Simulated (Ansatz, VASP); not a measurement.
# C in VASP and in Ansatz

The input INCAR:

```
SYSTEM = C
PREC = Accurate
ENCUT = 520
EDIFF = 1E-6
ISMEAR = 0
SIGMA = 0.03
LREAL = .FALSE.
LASPH = .TRUE.
NELM = 80
ALGO = Normal
ISIF = 2
LWAVE = .FALSE.
LCHARG = .FALSE.
GGA = PE
IVDW = 12
NBANDS = 11
```

The input KPOINTS:

```
Automatic mesh
0
G
  16 16 16
  0 0 0
```

The input POSCAR:

```
C
1.0
    0.0000000000      2.1482183678      3.4203586967
    1.2409363575      0.0000000000      3.4203586967
    1.2409363575      2.1482183678      0.0000000000
C
2
Direct
    0.1315530015      0.8684469985      0.1315530015
    0.8684469985      0.1315530015      0.8684469985
```

Input for Ansatz:

```yaml
crystal:
  lattice:
    - [0.0, 2.1482183678, 3.4203586967]
    - [1.2409363575, 0.0, 3.4203586967]
    - [1.2409363575, 2.1482183678, 0.0]
  atoms:
    - { symbol: C, position: [0.1315530015, 0.8684469985, 0.1315530015] }
    - { symbol: C, position: [0.8684469985, 0.1315530015, 0.8684469985] }
basis:
  ecutwfc: 520.0
kpoints:
  mp_grid: { grid: [16, 16, 16] }
hamiltonian:
  xc: pbe
  pseudopotentials: { kind: paw, azcp: { folder: soft_1 } }
  dispersion: d3bj
scf:
  occupations: { method: gaussian, width: 0.03 }
output:
  forces: true
  stress: true
  eigenvalues: true
```

Alike in both runs: task single point; functional PBE; dispersion D3(BJ); k mesh 16 × 16 × 16; occupations gaussian, width 0.03 eV; no spin polarisation.

|  | VASP | Ansatz |
| --- | --- | --- |
| version | VASP 6.6.1 | Ansatz 0.2.0 |
| potentials or method | VASP PAW PBE potentials, release 64 (C), cutoff 520 eV | scalar-relativistic, plane waves, PAW |
| valence electrons in the cell | 8 | 8 |

VASP gave:

| Item | Value |
| --- | --- |
| gap on the k mesh at the Fermi level (eV) | none |
| rms of the force components (eV/Å) | 14.207 |

Q: Which values does Ansatz return?

A: gap on the k mesh at the Fermi level (eV): none; rms of the force components (eV/Å): 14.026.

Atom by atom the forces differ by 0.181 eV/Å (rms over components). A gap of «none» marks a metal or a gap that the smearing closes.
